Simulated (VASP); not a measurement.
Input of a VASP 6.6.1 run:

The input INCAR:

```
PREC = Accurate ; ENCUT = 520
EDIFF = 1E-7 ; ISMEAR = -1
SIGMA = 0.1 ; LREAL = F
LASPH = T ; NELM = 100
ALGO = Normal ; ISIF = 2
LWAVE = F ; LCHARG = F
GGA = PE ; NBANDS = 10
```

File KPOINTS:

```
Automatic mesh
0
Gamma
  13 13 13
```

The input POSCAR:

```
I
1.0
   -1.7066097399      1.7066097399      1.7066097399
    1.7066097399     -1.7066097399      1.7066097399
    1.7066097399      1.7066097399     -1.7066097399
I
1
Direct
    0.0000000000      0.0000000000      0.0000000000
```

Potentials or basis: VASP PAW PBE potentials, release 64 (I).

Command:

```console
$ cat potpaw_PBE.64/I/POTCAR > POTCAR
$ mpirun -np 1 vasp_std > vasp.out
```

(1) Predict the pressure.

## Answers

(1) 63.0 GPa.

Caveat: an odd number of electrons without spin polarisation forces a metal; a magnetic or distorted state may lie lower.
